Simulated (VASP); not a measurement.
# Hf5C3 (Pmmm) in VASP: single point with PBE

Aim: the single point of Hf5C3 with PBE.

Program: VASP 6.6.1. These are calculated values, not measurements. Logs are shortened: lines on timing, memory, paths and dates and some standing lists are left out, and cuts for length are marked.

## (1) The cell of the first run

It takes space group Pmmm (No. 47, orthorhombic). The conventional cell has a = 3.446 Å, b = 3.522 Å, c = 10.078 Å, α = 90.00°, β = 90.00°, γ = 90.00°. Within 3.3 Å of Hf (site symmetry mmm) lie 4 C at 2.46 Å and 4 Hf at 3.02 Å. Hf (site symmetry mmm) has 4 C at 2.46 Å and 8 Hf at 2.46 to 3.13 Å within 3.2 Å. Hf (site symmetry mmm) has 8 Hf at 2.46 to 3.11 Å and 4 C at 2.49 Å within 3.3 Å. Hf (site symmetry mm2) has 6 C at 2.60 to 3.00 Å and 10 Hf at 3.02 to 3.52 Å within 3.6 Å. Within 3.2 Å of C (site symmetry mm2) lie 8 Hf at 2.46 to 2.60 Å. C (site symmetry mmm) has 8 Hf at 2.46 to 3.00 Å within 3.3 Å.

The cell was generated, and may not be a known phase.

## (2) Single point, PBE

Input file INCAR:

```
SYSTEM = Hf5C3
PREC = Accurate
ENCUT = 520
EDIFF = 1E-6
ISMEAR = 0
SIGMA = 0.2
LREAL = .False.
LASPH = .True.
NELM = 100
ALGO = Normal
ISIF = 2
LWAVE = .False.
LCHARG = .False.
GGA = PE
NBANDS = 41
```

Input file KPOINTS:

```
Automatic mesh
0
Gamma
  4 4 2
  0 0 0
```

Input file POSCAR:

```
Hf5C3
1.0
    3.5220512638      0.0000000000      0.0000000000
    0.0000000000      3.4456462030      0.0000000000
    0.0000000000      0.0000000000     10.0781465027
Hf C
5 3
Direct
    0.0000000000      0.0000000000      0.5000000000
    0.0000000000      0.0000000000      0.0000000000
    0.5000000000      0.5000000000      0.0000000000
    0.5000000000      0.0000000000      0.7432350709
    0.5000000000      0.0000000000      0.2567649291
    0.0000000000      0.5000000000      0.8259249544
    0.0000000000      0.5000000000      0.1740750456
    0.5000000000      0.5000000000      0.5000000000
```

Potentials or basis: VASP PAW PBE potentials, release 64 (Hf_pv, C).

Started as:

```console
$ cat potpaw_PBE.64/Hf_pv/POTCAR potpaw_PBE.64/C/POTCAR > POTCAR
$ mpirun -np 1 vasp_std > vasp.out
```

OUTCAR:

```text
SYSTEM = Hf5C3
   PREC = Accurate
   ENCUT = 520
   EDIFF = 1E-6
   ISMEAR = 0
   LREAL = .False.
   LASPH = .True.
   NELM = 100
   ISIF = 2
   GGA = PE

 ion  position               nearest neighbor table
   1  0.000  0.000  0.500-   8 2.46   8 2.46   8 2.46   8 2.46   4 3.02   5 3.02   4 3.02   5 3.02

   2  0.000  0.000  0.000-   6 2.46   7 2.46   6 2.46   7 2.46   3 2.46   3 2.46   3 2.46   3 2.46
                             5 3.13   4 3.13   5 3.13   4 3.13
   3  0.500  0.500  0.000-   2 2.46   2 2.46   2 2.46   2 2.46   7 2.49   6 2.49   7 2.49   6 2.49
                             5 3.11   4 3.11   4 3.11   5 3.11
   4  0.500  0.000  0.743-   6 2.60   6 2.60   6 2.60   6 2.60   1 3.02   1 3.02   3 3.11   3 3.11
                             2 3.13   2 3.13
   5  0.500  0.000  0.257-   7 2.60   7 2.60   7 2.60   7 2.60   1 3.02   1 3.02   3 3.11   3 3.11
                             2 3.13   2 3.13
   6  0.000  0.500  0.826-   2 2.46   2 2.46   3 2.49   3 2.49   4 2.60   4 2.60   4 2.60   4 2.60

   7  0.000  0.500  0.174-   2 2.46   2 2.46   3 2.49   3 2.49   5 2.60   5 2.60   5 2.60   5 2.60

   8  0.500  0.500  0.500-   1 2.46   1 2.46   1 2.46   1 2.46

  LATTYP: Found a simple orthorhombic cell.
 ALAT       =     3.4456462030
 B/A-ratio  =     1.0221743778
 C/A-ratio  =     2.9248930125

  Lattice vectors:

 A1 = (   0.0000000000,  -3.4456462030,   0.0000000000)
 A2 = (   3.5220512638,   0.0000000000,   0.0000000000)
 A3 = (   0.0000000000,   0.0000000000,  10.0781465027)

Analysis of symmetry for initial positions (statically):
=====================================================================
 Subroutine PRICEL returns:
 Original cell was already a primitive cell.

 Routine SETGRP: Setting up the symmetry group for a
 simple orthorhombic supercell.

 Subroutine GETGRP returns: Found  8 space group operations
 (whereof  8 operations were pure point group operations)
 out of a pool of  8 trial point group operations.

The static configuration has the point symmetry D_2h.

Analysis of symmetry for dynamics (positions and initial velocities):
=====================================================================
 Subroutine PRICEL returns:
 Original cell was already a primitive cell.

 Routine SETGRP: Setting up the symmetry group for a
 simple orthorhombic supercell.

 Subroutine GETGRP returns: Found  8 space group operations
 (whereof  8 operations were pure point group operations)
 out of a pool of  8 trial point group operations.

The dynamic configuration has the point symmetry D_2h.

 Subroutine INISYM returns: Found  8 space group operations
 (whereof  8 operations are pure point group operations),
[... 109 lines left out ...]
   POTIM  = 0.5000    time-step for ionic-motion
   TEBEG  =    0.0;   TEEND  =   0.0 temperature during run
   PSTRESS=    0.0 pullay stress
   NELECT =      62.0000    total number of electrons
   NUPDOWN=      -1.0000    fix difference up-down
   EMIN   =  10.00;   EMAX   =-10.00  energy-range for DOS
   EFERMI =   0.00;   METHOD = LEGACY
   ISMEAR =     0;   SIGMA  =   0.20  broadening in eV -4-tet -1-fermi 0-gaus
   EFERMI_NEDOS =   21; number of points for ismear=-14 and -15
   IALGO  =     38    algorithm
   IMIX   =      4    mixing-type and parameters
     AMIX     =   0.40;   BMIX     =  1.00
     AMIX_MAG =   1.60;   BMIX_MAG =  1.00
  volume/ion in A,a.u.               =      15.29       103.17
  Fermi-wavevector in a.u.,A,eV,Ry     =   1.305338  2.466732 23.183074  1.703908
  Thomas-Fermi vector in A             =   2.436214
   LORBIT       =      0    0 simple, 1 ext, 2 COOP (PROOUT), +10 PAW based schemes
   GGA     = PE    functional components
   LHFCALC =     F    Hartree Fock is set to
   AEXX    =    0.0000 exact exchange contribution
   IVDW    =     0    specifies the selected vdW correction
   LEPSILON=     F    determine dielectric tensor
   LRPA    =     F    only Hartree local field effects (RPA)
 non-spin polarized calculation
 Gauss-broadening in eV      SIGMA  =   0.20
  energy-cutoff  :      520.00
  volume of cell :      122.31
 maximum number of plane-waves:      3346
 NGX is ok and might be reduce to    28
   NGX = 13   NGY = 13   NGZ = 37

 number of electron      61.9999997 magnetization

 Free energy of the ion-electron system (eV)
  ---------------------------------------------------
  ext. energy  EPLUGINS =         0.00000000
  ---------------------------------------------------
  free energy    TOTEN  =       -74.15291076 eV

  energy without entropy =      -74.09781081  energy(sigma->0) =      -74.12536079

 E-fermi :   5.6145     XC(G=0): -11.7798

 val. band max:        5.6139712356   @ k =   0.0000   0.0000   0.0000
 cond. band min:       5.8140497058   @ k =   0.0000   0.2500   0.0000
 fundamental gap:      0.2000784702
 Fermi energy:         5.6145375433

 k-point     1 :       0.0000    0.0000    0.0000
  band No.  band energies     occupation
      1     -25.8407      2.00000
      2     -25.7207      2.00000
      3     -25.7104      2.00000
      4     -25.4855      2.00000
      5     -25.3819      2.00000
      6     -25.3645      2.00000
[... 781 lines left out ...]
     40      10.2215      0.00000
     41      10.2734      0.00000

------------------------ aborting loop because EDIFF is reached ----------------------------------------

  FORCE on cell =-STRESS in cart. coord.  units (eV):
  Direction    XX          YY          ZZ          XY          YZ          ZX
  --------------------------------------------------------------------------------------
  -------------------------------------------------------------------------------------
  Total       -1.1842724     -1.0237806     -0.5098315      0.0000000      0.0000000      0.0000000
  in kB      -15.5136925    -13.4112871     -6.6786735      0.0000000      0.0000000      0.0000000
  external PRESSURE =     -11.8678844 kB  Pullay stress =       0.0000000 kB

 VOLUME and BASIS-vectors are now :
 -----------------------------------------------------------------------------
  energy-cutoff  :      520.00
  volume of cell :      122.31
      direct lattice vectors                 reciprocal lattice vectors
     3.522051264  0.000000000  0.000000000     0.283925453  0.000000000  0.000000000
     0.000000000  3.445646203  0.000000000     0.000000000  0.290221323  0.000000000
     0.000000000  0.000000000 10.078146503     0.000000000  0.000000000  0.099224594

 POSITION                                       TOTAL-FORCE (eV/Angst)
 -----------------------------------------------------------------------------------
      0.00000      0.00000      5.03907         0.000000     -0.000000      0.000000
      0.00000      0.00000      0.00000         0.000000     -0.000000      0.000000
      1.76103      1.72282      0.00000         0.000000     -0.000000      0.000000
      1.76103      0.00000      7.49043         0.000000     -0.000000      0.047906
      1.76103      0.00000      2.58771         0.000000     -0.000000     -0.047906
      0.00000      1.72282      8.32379         0.000000     -0.000000     -0.030142
      0.00000      1.72282      1.75435         0.000000      0.000000      0.030142
      1.76103      1.72282      5.03907         0.000000     -0.000000      0.000000
 -----------------------------------------------------------------------------------
    total drift:                                0.000000      0.000000     -0.000000

  FREE ENERGIE OF THE ION-ELECTRON SYSTEM (eV)
  ---------------------------------------------------
  free  energy   TOTEN  =       -74.1529107640 eV

  energy  without entropy=      -74.0978108105  energy(sigma->0) =      -74.12536079
```

Wall time 4 min (1 thread of Intel Xeon 8259CL, shared host); peak memory 0.27 GiB.

What came out:

```
Free energy            : -74.1529 eV
Pressure               : -1.2 GPa
Largest force          : 0.048 eV/Å
Band gap on the k mesh : zero (bands 31 and 32 overlap by 1.57 eV)
```

Forces in eV/Å, atoms in the order of the input:
```
Hf   0.000  0.000  0.000
Hf   0.000  0.000  0.000
Hf   0.000  0.000  0.000
Hf   0.000  0.000  0.048
Hf   0.000  0.000 -0.048
C    0.000  0.000 -0.030
C    0.000  0.000  0.030
C    0.000  0.000  0.000
```

Stress tensor (GPa, compression positive):
```
-1.55  0.00  0.00
 0.00 -1.34  0.00
 0.00  0.00 -0.67
```

Caveat: the k points lie up to 0.46 Å⁻¹ apart, too coarse for converged energies and pressures of a metal; spin-orbit coupling is left out, which moves the levels of the heavy elements.

The gap in the log of VASP goes by the Fermi energy; the results here count the filled bands.